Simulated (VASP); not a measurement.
## B4AsN3: single point with PBE

Crystal: B4AsN3.

```
CELL_PARAMETERS angstrom
2.77353 0.00000 0.00000
0.00000 2.82585 3.97593
0.00000 -2.82585 3.97593
ATOMIC_POSITIONS crystal
N 0.00000 0.00338 0.00338
N 0.50000 0.00806 0.48714
N 0.50000 0.48714 0.00806
As 0.00000 0.50117 0.50117
B 0.50000 0.88116 0.88116
B 0.00000 0.91315 0.36106
B 0.00000 0.36106 0.91315
B 0.50000 0.34488 0.34488
```

```json
{
  "Program": "VASP 6.6.1",
  "Task": "single point",
  "Functional": "PBE",
  "Potentials or basis": "VASP PAW PBE potentials, release 64 (N, As, B)",
  "Cutoff": "520 eV",
  "k mesh": "10 × 6 × 6",
  "Occupations": "fermi-dirac, width 0.02 eV",
  "Spin": "no spin polarisation"
}
```

```json
{
  "Pressure": "4.1 GPa",
  "Largest force": "0.593 eV/Å",
  "Band gap on the k mesh": "zero (band 16 reaches 9.64 eV, above the bottom of band 17 at 9.57 eV)"
}
```

Forces on the atoms (eV/Å):
```
N    0.000  0.000 -0.021
N    0.000 -0.111  0.018
N    0.000  0.111  0.018
As   0.000  0.000  0.248
B    0.000  0.000 -0.078
B    0.000  0.311  0.204
B    0.000 -0.311  0.204
B    0.000  0.000 -0.593
```

Stress tensor (GPa, compression positive):
```
3.49 0.00 0.00
0.00 4.24 0.00
0.00 0.00 4.71
```

Levels at points of the mesh, in eV from the Fermi level:
```
           k point  band 13  band 14  band 15  band 16  band 17  band 18  band 19  band 20
(0.00, 0.00, 0.00)    -5.02    -2.25    -2.13    -0.29     0.20     1.88     2.76     2.96
(0.50, 0.00, 0.00)    -8.04    -7.22    -6.04    -3.55     3.02     3.81     4.27     5.22
(0.00, 0.50, 0.00)    -5.41    -5.07    -2.78    -0.48     1.88     2.45     2.67     4.02
(0.50, 0.50, 0.00)    -6.99    -6.45    -5.97    -4.24     1.75     2.00     2.59     3.34
(0.00, 0.50, 0.50)    -6.20    -6.14    -4.40    -1.10     0.89     2.06     4.02     4.04
(0.50, 0.50, 0.50)    -5.93    -4.69    -3.53    -3.08    -0.06     0.20     1.81     2.52
```

Run time: 98 s on 1 thread of Intel(R) Xeon(R) Platinum 8259CL CPU @ 2.50GHz (Skylake/Cascade Lake), with other jobs on the host, peak memory 0.25 GiB.
